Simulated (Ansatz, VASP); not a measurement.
## ZnS: VASP beside Ansatz

```xyz
2
Lattice="0.0000 2.6484 2.6484 2.6484 0.0000 2.6484 2.6484 2.6484 0.0000" Properties=species:S:1:pos:R:3 pbc="T T T"
Zn    0.0000    0.0000    0.0000
S     3.9726    3.9726    3.9726
```

Alike in both runs: functional LDA; k mesh 10 × 10 × 10; occupations gaussian, width 0.02 eV; no spin polarisation.

Ansatz relaxed the structure, and its values are those at the end. VASP's run is a single point on that final structure, the one shown.

|  | VASP | Ansatz |
| --- | --- | --- |
| version | VASP 6.6.1 | Ansatz 0.2.0 |
| potentials or method | VASP PAW LDA potentials, release 64 (Zn, S), cutoff 520 eV | scalar-relativistic, plane waves, PAW |
| valence electrons in the cell | 18 | 18 |

|  | VASP | Ansatz | Ansatz less VASP |
| --- | --- | --- | --- |
| gap on the k mesh at the Fermi level (eV) | 2.16 | 2.13 | -0.035 |
| least direct gap on the mesh (eV) | 2.16 | 2.13 | -0.035 |
| pressure (GPa) | 0.2 | 0.0 | -0.24 |

LDA's correlation is that of Perdew and Zunger in VASP and of Perdew and Wang (1992) in Ansatz.
